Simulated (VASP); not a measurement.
# Mg8HO8 (a cell with a defect) in VASP: further runs

Runs on Mg8HO8 (a cell with a defect). Level: LDA. Tasks: single point.

Everything below comes from runs of VASP 6.6.1. Logs are shortened: lines on timing, memory, paths and dates and some standing lists are left out, and cuts for length are marked.

### 1 The cell of the first run

The cell holds a defect, 17 atoms: a = 6.080 Å, b = 6.080 Å, c = 6.080 Å, α = 60.00°, β = 60.00°, γ = 60.00°.

### 2 Single point, LDA

File INCAR:

```
ALGO = Normal
EDIFF = 1E-7
ENCUT = 520
ISIF = 2
ISMEAR = -1
LASPH = True
LCHARG = True
LELF = True
LREAL = Auto
LVHAR = True
LWAVE = False
NBANDS = 46
NELECT = 64.0
NELM = 100
PREC = Accurate
SIGMA = 0.02
```

File KPOINTS:

```
k-points
0
Gamma
  2 2 2
```

File POSCAR:

```
Mg8HO8
1.0
    0.0000000000      4.2993000000      4.2993000000
    4.2993000000      0.0000000000      4.2993000000
    4.2993000000      4.2993000000      0.0000000000
Mg O H
8 8 1
Direct
   -0.0209534600      0.0233476491      0.0187209887
   -0.0119568800      0.0007109397      0.5107878063
   -0.0209527687      0.4791389868      0.0187202764
   -0.0007717393      0.4993221622      0.5023799896
    0.4962629492     -0.0036458803      0.0112822901
    0.5006165884      0.0007141462      0.5107877010
    0.5232411086      0.4791489528      0.0187144997
    0.5006169974      0.4881343414      0.5107868210
    0.2472541833      0.2529102511      0.2527398156
    0.2432750698      0.2478485397      0.7612801567
    0.2472536822      0.7473486798      0.2527414484
    0.2493325368      0.7494142186      0.7520904036
    0.7438920164      0.2439923420      0.2683777294
    0.7477564307      0.2478484609      0.7612771901
    0.7528283066      0.7473469106      0.2527313303
    0.7477562803      0.7433697807      0.7612779898
    0.1829350983      0.6830660185     -0.0488105365
```

Potentials or basis: VASP PAW LDA potentials, release 64 (Mg, O, H).

Launch:

```bash
$ cat potpaw_LDA.64/Mg/POTCAR potpaw_LDA.64/O/POTCAR potpaw_LDA.64/H/POTCAR > POTCAR
$ mpirun -np 1 vasp_std > vasp.out
```

OUTCAR:

```text
EDIFF = 1E-7
   ENCUT = 520
   ISIF = 2
   ISMEAR = -1
   LASPH = True
   LREAL = Auto
   NELECT = 64.0
   NELM = 100
   PREC = Accurate

 ion  position               nearest neighbor table
   1  0.979  0.023  0.019-  17 1.94  13 2.02  10 2.11  14 2.11  15 2.17  11 2.17  12 2.32   3 2.77
                             7 2.77   2 2.95   6 2.95   4 3.02   5 3.04   5 3.04   4 3.07   6 3.13
   2  0.988  0.001  0.511-  13 2.09  14 2.14  16 2.14  12 2.16  11 2.20   9 2.20   1 2.95   3 2.95
                             8 2.96   6 2.96   5 3.02   4 3.04   4 3.04   5 3.06   6 3.12   8 3.12
   3  0.979  0.479  0.019-  17 1.94  13 2.02  10 2.11  16 2.11  15 2.17   9 2.17  12 2.32   1 2.77
                             7 2.77   2 2.95   8 2.95   4 3.02   5 3.04   5 3.04   4 3.07   8 3.13
   4  0.999  0.499  0.502-  15 2.13  11 2.13   9 2.13  14 2.16  16 2.16  10 2.16   1 3.02   3 3.02
                             7 3.02   6 3.04   8 3.04   2 3.04   2 3.04   8 3.04   6 3.04   7 3.07
   5  0.496  0.996  0.011-   9 2.14  15 2.14  11 2.14  14 2.16  16 2.16  10 2.16   2 3.02   6 3.02
                             8 3.02   7 3.04   7 3.04   3 3.04   1 3.04   3 3.04   1 3.04   8 3.06
   6  0.501  0.001  0.511-  13 2.09  10 2.14  16 2.14  12 2.16   9 2.20  15 2.20   1 2.95   7 2.95
                             8 2.96   2 2.96   5 3.02   4 3.04   4 3.04   5 3.06   2 3.12   8 3.12
   7  0.523  0.479  0.019-  17 1.94  13 2.02  16 2.11  14 2.11   9 2.17  11 2.17  12 2.32   1 2.77
                             3 2.77   8 2.95   6 2.95   4 3.02   5 3.04   5 3.04   4 3.07   6 3.13
   8  0.501  0.488  0.511-  13 2.09  10 2.14  14 2.14  12 2.16  11 2.20  15 2.20   3 2.95   7 2.95
                             6 2.96   2 2.96   5 3.02   4 3.04   4 3.04   5 3.06   2 3.12   6 3.12
   9  0.247  0.253  0.253-   4 2.13   5 2.14   7 2.17   3 2.17   6 2.20   2 2.20
  10  0.243  0.248  0.761-   1 2.11   3 2.11   6 2.14   8 2.14   5 2.16   4 2.16
  11  0.247  0.747  0.253-   4 2.13   5 2.14   7 2.17   1 2.17   2 2.20   8 2.20
  12  0.249  0.749  0.752-  17 0.99   8 2.16   6 2.16   2 2.16   7 2.32   3 2.32   1 2.32
  13  0.744  0.244  0.268-   1 2.02   3 2.02   7 2.02   8 2.09   6 2.09   2 2.09
  14  0.748  0.248  0.761-   1 2.11   7 2.11   2 2.14   8 2.14   5 2.16   4 2.16
  15  0.753  0.747  0.253-   4 2.13   5 2.14   3 2.17   1 2.17   6 2.20   8 2.20
  16  0.748  0.743  0.761-   3 2.11   7 2.11   2 2.14   6 2.14   5 2.16   4 2.16
  17  0.183  0.683  0.951-  12 0.99   1 1.94   3 1.94   7 1.94

  LATTYP: Found a face centered cubic cell.
 ALAT       =     8.5986000000

  Lattice vectors:

 A1 = (   0.0000000000,   4.2993000000,   4.2993000000)
 A2 = (   4.2993000000,   0.0000000000,   4.2993000000)
 A3 = (   4.2993000000,   4.2993000000,   0.0000000000)

Analysis of symmetry for initial positions (statically):
=====================================================================
 Subroutine PRICEL returns:
 Original cell was already a primitive cell.

 Routine SETGRP: Setting up the symmetry group for a
 face centered cubic supercell.

 Subroutine GETGRP returns: Found  2 space group operations
 (whereof  1 operations were pure point group operations)
 out of a pool of 48 trial point group operations.

The static configuration has the point symmetry C_1 .
 The point group associated with its full space group is C_1h.

Analysis of symmetry for dynamics (positions and initial velocities):
=====================================================================
 Subroutine PRICEL returns:
 Original cell was already a primitive cell.

 Routine SETGRP: Setting up the symmetry group for a
 face centered cubic supercell.

 Subroutine GETGRP returns: Found  2 space group operations
 (whereof  1 operations were pure point group operations)
 out of a pool of 48 trial point group operations.

The dynamic configuration has the point symmetry C_1 .
 The point group associated with its full space group is C_1h.

 Subroutine INISYM returns: Found  2 space group operations
 (whereof  1 operations are pure point group operations),
 and found     1 'primitive' translations

----------------------------------------------------------------------------------------

                                     Primitive cell

  volume of cell :     158.9364

  direct lattice vectors                    reciprocal lattice vectors
     0.000000000  4.299300000  4.299300000    -0.116298002  0.116298002  0.116298002
     4.299300000  0.000000000  4.299300000     0.116298002 -0.116298002  0.116298002
     4.299300000  4.299300000  0.000000000     0.116298002  0.116298002 -0.116298002

[... 43 lines left out ...]

 KPOINTS: k-points

Automatic generation of k-mesh.
 Grid dimensions read from file:
 generate k-points for:    2    2    2

 Generating k-lattice:

  Cartesian coordinates                     Fractional coordinates (reciprocal lattice)
    -0.058149001  0.058149001  0.058149001     0.500000000  0.000000000  0.000000000
     0.058149001 -0.058149001  0.058149001     0.000000000  0.500000000  0.000000000
     0.058149001  0.058149001 -0.058149001     0.000000000  0.000000000  0.500000000

  Length of vectors
     0.100717024  0.100717024  0.100717024

  Shift w.r.t. Gamma in fractional coordinates (k-lattice)
     0.000000000  0.000000000  0.000000000

 Subroutine IBZKPT returns following result:
 ===========================================

 Found      6 irreducible k-points:

 Following reciprocal coordinates:
            Coordinates               Weight
  0.000000  0.000000  0.000000      1.000000
  0.500000  0.000000  0.000000      1.000000
  0.000000  0.500000  0.000000      2.000000
  0.000000  0.000000  0.500000      1.000000
  0.500000  0.500000  0.000000      2.000000
  0.500000  0.000000  0.500000      1.000000
   k-points           NKPTS =      6   k-points in BZ     NKDIM =      6   number of bands    NBANDS=     46
   number of dos      NEDOS =    301   number of ions     NIONS =     17
   total plane-waves  NPLWV = 110592
   dimension x,y,z NGX =    48 NGY =   48 NGZ =   48
   dimension x,y,z NGXF=    96 NGYF=   96 NGZF=   96
   ions per type =               8   8   1
   NGX,Y,Z   is equivalent  to a cutoff of  13.12, 13.12, 13.12 a.u.
   NGXF,Y,Z  is equivalent  to a cutoff of  26.25, 26.25, 26.25 a.u.
 SYSTEM =  unknown system
   PREC   = accura    normal or accurate (medium, high low for compatibility)
   ISTART =      0    job   : 0-new  1-cont  2-samecut
   ICHARG =      2    charge: 1-file 2-atom 10-const
   ISPIN  =      1    spin polarized calculation?
   LNONCOLLINEAR =      F non collinear calculations
   LSORBIT =      F    spin-orbit coupling
   LASPH  =      T    aspherical Exc in radial PAW
   ENCUT  =  520.0 eV  38.22 Ry    6.18 a.u.  11.31 11.31 11.31*2*pi/ulx,y,z
   NELM   =    100;   NELMIN=  2; NELMDL= -5     # of ELM steps
   EDIFF  = 0.1E-06   stopping-criterion for ELM
   LREAL  =      T    real-space projection
   EDIFFG = 0.1E-05   stopping-criterion for IOM
   NSW    =      0    number of steps for IOM
   IBRION =     -1    ionic relax: 0-MD 1-quasi-New 2-CG
   NFREE  =      0    steps in history (QN), initial steepest desc. (CG)
   ISIF   =      2    stress and relaxation
   ISYM   =      2    0-nonsym 1-usesym 2-fastsym
   POTIM  = 0.5000    time-step for ionic-motion
   TEBEG  =    0.0;   TEEND  =   0.0 temperature during run
   PSTRESS=    0.0 pullay stress
   NELECT =      64.0000    total number of electrons
   NUPDOWN=      -1.0000    fix difference up-down
   EMIN   =  10.00;   EMAX   =-10.00  energy-range for DOS
   EFERMI =   0.00;   METHOD = LEGACY
   ISMEAR =    -1;   SIGMA  =   0.02  broadening in eV -4-tet -1-fermi 0-gaus
   EFERMI_NEDOS =   21; number of points for ismear=-14 and -15
   IALGO  =     38    algorithm
   IMIX   =      4    mixing-type and parameters
     AMIX     =   0.40;   BMIX     =  1.00
     AMIX_MAG =   1.60;   BMIX_MAG =  1.00
  volume/ion in A,a.u.               =       9.35        63.09
  Fermi-wavevector in a.u.,A,eV,Ry     =   1.208909  2.284507 19.884395  1.461462
  Thomas-Fermi vector in A             =   2.344503
   LORBIT       =      0    0 simple, 1 ext, 2 COOP (PROOUT), +10 PAW based schemes
   GGA     = CA    functional components
   LHFCALC =     F    Hartree Fock is set to
   AEXX    =    0.0000 exact exchange contribution
   IVDW    =     0    specifies the selected vdW correction
   LEPSILON=     F    determine dielectric tensor
   LRPA    =     F    only Hartree local field effects (RPA)
 non-spin polarized calculation
  energy-cutoff  :      520.00
  volume of cell :      158.94
 maximum number of plane-waves:      4314
 NGX is ok and might be reduce to    48
   NGX = 23   NGY = 23   NGZ = 23

 number of electron      64.0000003 magnetization

 Free energy of the ion-electron system (eV)
  ---------------------------------------------------
  ext. energy  EPLUGINS =         0.00000000
  ---------------------------------------------------
  free energy    TOTEN  =      -113.56782607 eV

  energy without entropy =     -113.56782607  energy(sigma->0) =     -113.56782607

 E-fermi :   3.0411     XC(G=0): -11.2802

 val. band max:        2.5594073926   @ k =   0.0000   0.0000   0.0000
 cond. band min:       6.2174015259   @ k =   0.0000   0.0000   0.0000
 fundamental gap:      3.6579941333
 Fermi energy:         3.0410610472

 k-point     1 :       0.0000    0.0000    0.0000
  band No.  band energies     occupation
      1     -16.7176      2.00000
      2     -14.0093      2.00000
      3     -13.1495      2.00000
      4     -12.7438      2.00000
      5     -12.7404      2.00000
      6     -12.7404      2.00000
[... 271 lines left out ...]
     43      13.4201      0.00000
     44      13.4754      0.00000
 [bands above 44 left out]

------------------------ aborting loop because EDIFF is reached ----------------------------------------

  FORCE on cell =-STRESS in cart. coord.  units (eV):
  Direction    XX          YY          ZZ          XY          YZ          ZX
  --------------------------------------------------------------------------------------
  -------------------------------------------------------------------------------------
  Total      -18.9347805    -18.9375976    -18.9347805     -1.8028742      1.8028742      1.8059224
  in kB     -190.8743673   -190.9027653   -190.8743673    -18.1740933     18.1740933     18.2048208
  external PRESSURE =    -190.8838333 kB  Pullay stress =       0.0000000 kB

 VOLUME and BASIS-vectors are now :
 -----------------------------------------------------------------------------
  energy-cutoff  :      520.00
  volume of cell :      158.94
      direct lattice vectors                 reciprocal lattice vectors
     0.000000000  4.299300000  4.299300000    -0.116298002  0.116298002  0.116298002
     4.299300000  0.000000000  4.299300000     0.116298002 -0.116298002  0.116298002
     4.299300000  4.299300000  0.000000000     0.116298002  0.116298002 -0.116298002

 POSITION                                       TOTAL-FORCE (eV/Angst)
 -----------------------------------------------------------------------------------
      0.18087      4.28970      4.30959         0.008300     -0.001757      0.001840
      2.19909      6.44392      4.25095         0.000917     -0.005152     -0.000917
      2.14045      4.28970      6.26918        -0.001840     -0.001757     -0.008300
      4.30662      6.45586      6.44272         0.003388      0.003357     -0.003388
      4.33213      2.18209      6.41721        -0.008697     -0.008739      0.008697
      2.19910      4.34833      2.15537         0.000987      0.000933      0.005174
[... 9 lines left out ...]
      6.46893      6.48779      6.41080         0.003799     -0.003988      0.004249
      7.02615      4.87594      3.72320         0.117545      0.117713     -0.117545
 -----------------------------------------------------------------------------------
    total drift:                                0.080055      0.003642      0.072115

  FREE ENERGIE OF THE ION-ELECTRON SYSTEM (eV)
  ---------------------------------------------------
  free  energy   TOTEN  =      -113.5678260736 eV

  energy  without entropy=     -113.5678260736  energy(sigma->0) =     -113.56782607
```

Run time: 1.7 min. Hardware: 1 thread of Intel Xeon Platinum 8259CL at 2.50GHz (Skylake/Cascade Lake), shared host; peak memory 0.27 GiB.

What came out:

```
Free energy   : -113.5678 eV
Largest force : 0.205 eV/Å
```

Forces on the atoms (eV/Å):
```
Mg   0.008 -0.002  0.002
Mg   0.001 -0.005 -0.001
Mg  -0.002 -0.002 -0.008
Mg   0.003  0.003 -0.003
Mg  -0.009 -0.009  0.009
Mg   0.001  0.001  0.005
Mg  -0.002  0.008  0.002
Mg  -0.005  0.001 -0.001
O    0.011 -0.003  0.002
O   -0.004  0.004  0.004
O   -0.002 -0.003 -0.011
O   -0.118 -0.118  0.118
O    0.003  0.003 -0.003
O   -0.004 -0.004 -0.004
O   -0.002  0.011  0.002
O    0.004 -0.004  0.004
H    0.118  0.118 -0.118
```

Caveat: the k points lie up to 0.63 Å⁻¹ apart; the cell carries a net charge on a neutralising background, which shifts energy and pressure; the cell is charged against a uniform background, so pressure and absolute levels hang on convention.

### 3 Single point, LDA

File INCAR:

```
SYSTEM = Mg8HO8
PREC = Accurate
ENCUT = 520
EDIFF = 1E-6
ISMEAR = -1
SIGMA = 0.02
LREAL = Auto
LASPH = .TRUE.
NELM = 100
ALGO = Normal
ISIF = 2
LWAVE = .FALSE.
LCHARG = .FALSE.
GGA = CA
NBANDS = 46
NELECT = 64.0
```

File KPOINTS:

```
Automatic mesh
0
G
  2 2 2
  0 0 0
```

File POSCAR:

```
Mg8HO8
1.0
    0.0000000000      4.2993000000      4.2993000000
    4.2993000000      0.0000000000      4.2993000000
    4.2993000000      4.2993000000      0.0000000000
Mg O H
8 8 1
Direct
   -0.0229826485      0.0211714737      0.0203985640
   -0.0003527325      0.0122103477      0.4988629895
   -0.0003707562      0.4996621615      0.0114170457
    0.0039227595      0.5039511873      0.5031789554
    0.5009951047      0.0010240394      0.0002388611
    0.5211697899      0.0211991182      0.4762612516
    0.5211363940      0.4770520224      0.0203928535
    0.5121818541      0.4996778535      0.4988605129
    0.2569152418      0.2525123200      0.2517451738
    0.2530012968      0.2473984726      0.7522301795
    0.2529916458      0.7530221503      0.2466302679
    0.2509334645      0.7509577739      0.7502189645
    0.7563262733      0.2563598867      0.2555515508
    0.7524899907      0.2525175454      0.7561660458
    0.7524840968      0.7569447554      0.2517445295
    0.7473737423      0.7530305722      0.7522288929
    0.3173458029      0.8173924896     -0.1834602782
```

Potentials or basis: VASP PAW LDA potentials, release 64 (Mg, O, H).

Launch:

```bash
$ cat potpaw_LDA.64/Mg/POTCAR potpaw_LDA.64/O/POTCAR potpaw_LDA.64/H/POTCAR > POTCAR
$ mpirun -np 1 vasp_std > vasp.out
```

OUTCAR:

```text
SYSTEM = Mg8HO8
   PREC = Accurate
   ENCUT = 520
   EDIFF = 1E-6
   ISMEAR = -1
   LREAL = Auto
   LASPH = .TRUE.
   NELM = 100
   ISIF = 2
   GGA = CA
   NELECT = 64.0

 ion  position               nearest neighbor table
   1  0.977  0.021  0.020-  17 1.94  13 2.02  15 2.11  14 2.11  11 2.17  10 2.17  12 2.32   6 2.77
                             7 2.77   2 2.95   3 2.95   5 3.02   4 3.04   4 3.04   5 3.07   3 3.13
   2  1.000  0.012  0.499-  13 2.09   9 2.14  14 2.14  12 2.16  11 2.20  16 2.20   6 2.95   1 2.95
                             3 2.96   8 2.96   4 3.02   5 3.04   5 3.04   4 3.06   8 3.12   3 3.12
[... 609 lines left out ...]
  in kB     -191.1835973   -191.1868027   -191.1466868    -18.2125434    -18.2351694    -18.2409247
  external PRESSURE =    -191.1723623 kB  Pullay stress =       0.0000000 kB

 VOLUME and BASIS-vectors are now :
 -----------------------------------------------------------------------------
  energy-cutoff  :      520.00
  volume of cell :      158.94
      direct lattice vectors                 reciprocal lattice vectors
     0.000000000  4.299300000  4.299300000    -0.116298002  0.116298002  0.116298002
     4.299300000  0.000000000  4.299300000     0.116298002 -0.116298002  0.116298002
     4.299300000  4.299300000  0.000000000     0.116298002  0.116298002 -0.116298002

 POSITION                                       TOTAL-FORCE (eV/Angst)
 -----------------------------------------------------------------------------------
      0.17872      4.28819      4.29151         0.013626     -0.002441     -0.002366
      2.19726      6.44255      4.35028         0.000112     -0.009410     -0.000594
      2.19728      4.34679      6.44590        -0.000063      0.000044     -0.009786
      4.32995      2.18018      2.18350        -0.005321     -0.005267     -0.004849
      0.00543      2.15496      2.15833         0.004069      0.004091      0.003962
      2.13873      4.28826      2.33181        -0.003249     -0.003236      0.013667
[... 9 lines left out ...]
      6.47156      6.44724      6.45069         0.009478     -0.001948     -0.000977
      7.02476      4.87491      4.87858         0.110536      0.110613      0.110386
 -----------------------------------------------------------------------------------
    total drift:                                0.003624      0.003536      0.002111

  FREE ENERGIE OF THE ION-ELECTRON SYSTEM (eV)
  ---------------------------------------------------
  free  energy   TOTEN  =      -113.5678907401 eV

  energy  without entropy=     -113.5678907401  energy(sigma->0) =     -113.56789074
```

stdout:

```text
POSCAR found type information on POSCAR MgO H
 POSCAR found :  3 types and      17 ions
 scaLAPACK will be used
 LDA part: xc-table for (Slater(with rela. corr.)+CA(PZ))
 , standard interpolation
 POSCAR, INCAR and KPOINTS ok, starting setup
 FFT: planning ... GRIDC
 FFT: planning ... GRID_SOFT
 FFT: planning ... GRID
 WAVECAR not read
 entering main loop
 the old and the new charge density differ
 old charge density:    65.00000 new   64.00000
    0.193E+01
```

Wall time 2.8 min (1 thread of Intel Xeon Platinum 8259CL at 2.50GHz (Skylake/Cascade Lake), shared host); peak memory 0.28 GiB.

What came out:

- Free energy: -113.5679 eV
- Largest force: 0.193 eV/Å

Forces on the atoms (eV/Å):
```
Mg   0.014 -0.002 -0.002
Mg   0.000 -0.009 -0.001
Mg   0.000  0.000 -0.010
Mg  -0.005 -0.005 -0.005
Mg   0.004  0.004  0.004
Mg  -0.003 -0.003  0.014
Mg  -0.002  0.014 -0.002
Mg  -0.009  0.000 -0.001
O    0.002 -0.004 -0.004
O   -0.002  0.010 -0.001
O   -0.001 -0.001  0.007
O   -0.113 -0.113 -0.110
O    0.004  0.004  0.003
O   -0.004 -0.004  0.002
O   -0.004  0.002 -0.004
O    0.009 -0.002 -0.001
H    0.111  0.111  0.110
```

Levels at points of the mesh, in eV from the Fermi level:
| k point | band 30 | band 31 | band 32 | band 33 | band 34 | band 35 |
| --- | --- | --- | --- | --- | --- | --- |
| (0.00, 0.00, 0.00) | -0.54 | -0.48 | -0.48 | 3.18 | 5.56 | 6.79 |
| (0.50, 0.00, 0.00) | -0.76 | -0.74 | -0.72 | 4.96 | 5.96 | 7.41 |
| (0.00, 0.50, 0.00) | -0.76 | -0.74 | -0.72 | 4.96 | 5.96 | 7.41 |
| (0.00, 0.00, 0.50) | -0.76 | -0.74 | -0.72 | 4.96 | 5.96 | 7.41 |
| (0.50, 0.50, 0.50) | -0.81 | -0.70 | -0.70 | 5.44 | 5.95 | 7.25 |
| (0.50, 0.50, 0.00) | -0.97 | -0.91 | -0.82 | 5.81 | 6.76 | 7.54 |
| (0.00, 0.50, 0.50) | -0.97 | -0.90 | -0.82 | 5.81 | 6.76 | 7.54 |
| (0.50, 0.00, 0.50) | -0.97 | -0.90 | -0.82 | 5.81 | 6.76 | 7.54 |

Caveat: the k points lie up to 0.63 Å⁻¹ apart; the cell carries a net charge on a neutralising background, which shifts energy and pressure; the cell is charged against a uniform background, so pressure and absolute levels hang on convention.

(Continued in part 2 of 2.)
